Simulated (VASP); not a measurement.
Write the native input for VASP 6.6.1 that does the following.

| Quantity | Value |
| --- | --- |
| Task | single point |
| Functional | PBE |
| Potentials or basis | VASP PAW PBE potentials, release 64 (Pb_d, Au, Cl) |
| Cutoff | 520 eV |
| k mesh | 6 × 6 × 4 |
| Occupations | gaussian, width 0.1 eV |
| Spin | no spin polarisation |
| Dipole correction | no |
| Further INCAR settings | ALGO = Normal; EDIFF = 1e-07; NBANDS = 31 |

The structure of PbAuCl3 lies in POSCAR:

```
PbAuCl3
1.0
    6.0328293944      0.0000000000      0.0000000000
   -3.0164146972      5.2245835123      0.0000000000
    0.0000000000      0.0000000000      5.3354767327
Pb Au Cl
1 1 3
Direct
    0.0000000000      0.0000000000      0.5000000000
    0.0000000000      0.0000000000      0.0000000000
    0.5000000000      0.0000000000      0.0000000000
    0.0000000000      0.5000000000      0.0000000000
    0.5000000000      0.5000000000      0.0000000000
```

The cell was generated, and may not be a known phase.

One way to write it, as run:

INCAR

```
SYSTEM = PbAuCl3
PREC = Accurate
ENCUT = 520
EDIFF = 1E-7
ISMEAR = 0
SIGMA = 0.1
LREAL = .FALSE.
LASPH = .TRUE.
NELM = 80
ALGO = Normal
ISIF = 2
LWAVE = .FALSE.
LCHARG = .TRUE.
GGA = PE
LELF = .TRUE.
LVHAR = .TRUE.
NBANDS = 31
```

KPOINTS

```
Automatic mesh
0
G
  6 6 4
  0 0 0
```

Potentials or basis: VASP PAW PBE potentials, release 64 (Pb_d, Au, Cl).

Command:

```bash
$ cat potpaw_PBE.64/Pb_d/POTCAR potpaw_PBE.64/Au/POTCAR potpaw_PBE.64/Cl/POTCAR > POTCAR
$ mpirun -np 1 vasp_std > vasp.out
```

Results of the run:

```
Pressure               : 0.2 GPa
Band gap on the k mesh : zero (bands 23 and 24 overlap by 0.38 eV)
```

Caveat: spin-orbit coupling is left out, which moves the levels of the heavy elements.

Run time: 3.3 min on 1 thread of Intel Xeon 8259CL (shared host), peak memory 0.35 GiB.
